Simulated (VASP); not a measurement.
Runs of VASP 6.6.1 on CsBr (CsCl type). The structure is that of space group Pm-3m (No. 221), or close to it. The cells are those of the table. 

```tsv
task	cell	cutoff (eV)	k mesh for the DOS	occupations for the DOS	gap on the mesh (eV)	pressure (GPa)
single point	a = 3.483 Å, 2 atoms	500	-	-	(c)	49.6
single point	a = 3.233 Å, 2 atoms	500	-	-	0.23	112.1
single point	a = 3.701 Å, 2 atoms	500	-	-	3.57	(b)
single point	a = 4.074 Å, 2 atoms	500	-	-	4.64	(a)
single point	a = 4.237 Å, 2 atoms	500	-	-	4.65	1.8
```

Alike in all rows: level PBE; potentials or basis VASP PAW PBE potentials, release 64 (Cs_sv, Br); no spin polarisation; k mesh 11 × 11 × 11; smearing fermi-dirac 0.1 eV.

Task: Fill in the values left out.

Result: (a) 5.0; (b) 23.3; (c) 2.38.

Caveats: spin-orbit coupling is left out, which moves the levels of the heavy elements.

A k mesh can miss the band edges, and the runs leave out spin-orbit coupling on Br, Cs.
